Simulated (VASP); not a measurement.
Runs of VASP 6.6.1 on CsBe. The structure is that of space group P4/mmm (No. 123), or close to it. The cells are those of the table. 

```tsv
task	cell	k mesh	cutoff (eV)	gap on the mesh (eV)	pressure (GPa)	relaxed volume (Å³/atom)
relaxation of cell and atoms	relaxed from a = 3.486, b = 3.486, c = 4.569 Å, 2 atoms	6 × 6 × 4	600	none	0.1	(a)
single point	a = 4.473, b = 4.473, c = 4.219 Å, 2 atoms	6 × 6 × 4	520	none	0.1	-
single point	a = 3.486, b = 3.486, c = 4.569 Å, 2 atoms	6 × 6 × 4	520	none	5.5	-
relaxation of cell and atoms	relaxed from a = 4.473, b = 4.473, c = 4.219 Å, 2 atoms	12 × 12 × 14	600	none	0.0	42.58
```

Alike in all rows: level PBE; potentials or basis VASP PAW PBE potentials, release 64 (Cs_sv, Be); no spin polarisation; smearing gaussian 0.1 eV.

Q: Estimate the missing entries.

A: (a) 41.90.

Caveats: some runs use coarse meshes; spin-orbit coupling is left out, which moves the levels of the heavy elements; the volume moved by over 15 % at a fixed basis, so the end points are rough (some runs).

A k mesh can miss the band edges, and the runs leave out spin-orbit coupling on Cs.

A gap of «none» marks levels without a gap at the run's occupations.
